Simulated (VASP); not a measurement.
MgO, 4 atoms in the cell. Symmetry: P6_3/mmc, No. 194, hexagonal system. Conventional cell: a = 3.697 Å, b = 3.697 Å, c = 4.282 Å, α = 90.00°, β = 90.00°, γ = 120.00°. Within 2.8 Å of Mg (site symmetry -6m2) lie 5 O at 2.13 to 2.14 Å. O (site symmetry -6m2) has 5 Mg at 2.13 to 2.14 Å within 2.8 Å. 

- Program: VASP 6.6.1
- Task: single point
- Functional: PBE
- Potentials or basis: VASP PAW PBE potentials, release 64 (Mg, O)
- Cutoff: 520 eV
- k mesh: 9 × 9 × 6
- Occupations: gaussian, width 0.05 eV
- Spin: no spin polarisation
- Dipole correction: no
- Further INCAR settings: ALGO = Normal; EDIFF = 1e-06; NBANDS = 16

Potentials or basis: VASP PAW PBE potentials, release 64 (Mg, O).

Command:

```sh
$ cat potpaw_PBE.64/Mg/POTCAR potpaw_PBE.64/O/POTCAR > POTCAR
$ mpirun -np 1 vasp_std > vasp.out
```

Hardware: 1 thread of AMD EPYC 7R43 64-Core Processor (Zen 3), with other jobs on the host.

Task: How long does it take, and how much memory?

Result: Run time: 45 s on 1 thread of AMD EPYC 7R43 64-Core Processor (Zen 3), on a shared host, peak memory 0.15 GiB. Counts: scf iterations 14, k points 48.
